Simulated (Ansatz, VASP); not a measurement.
**One calculation of Ti, two programs**

```xyz
4
Lattice="1.4692 2.5448 0.0000 0.0000 0.0000 4.6506 4.4077 -2.5448 0.0000" Properties=species:S:1:pos:R:3 pbc="T T T"
Ti    4.4077   -0.8483    1.1627
Ti    1.4692   -0.8483    1.1627
Ti    1.4692    0.8483    3.4880
Ti    2.9385   -1.6965    3.4880
```

Alike in both runs: functional PBE; k mesh 14 × 10 × 8; occupations gaussian, width 0.1 eV; no spin polarisation.

Ansatz relaxed the structure, and its values are those at the end. VASP's run is a single point on that final structure, the one shown.

```csv
,VASP,Ansatz
version,VASP 6.6.1,Ansatz 0.2.0
potentials or method,"VASP PAW PBE potentials, release 64 (Ti_sv), cutoff 520 eV","scalar-relativistic, plane waves, PAW"
valence electrons in the cell,48,48
```

|  | VASP | Ansatz | Ansatz less VASP |
| --- | --- | --- | --- |
| gap on the k mesh at the Fermi level (eV) | none | none | - |
| pressure (GPa) | -0.6 | 0.0 | +0.61 |

A gap of «none» marks a metal or a gap that the smearing closes.
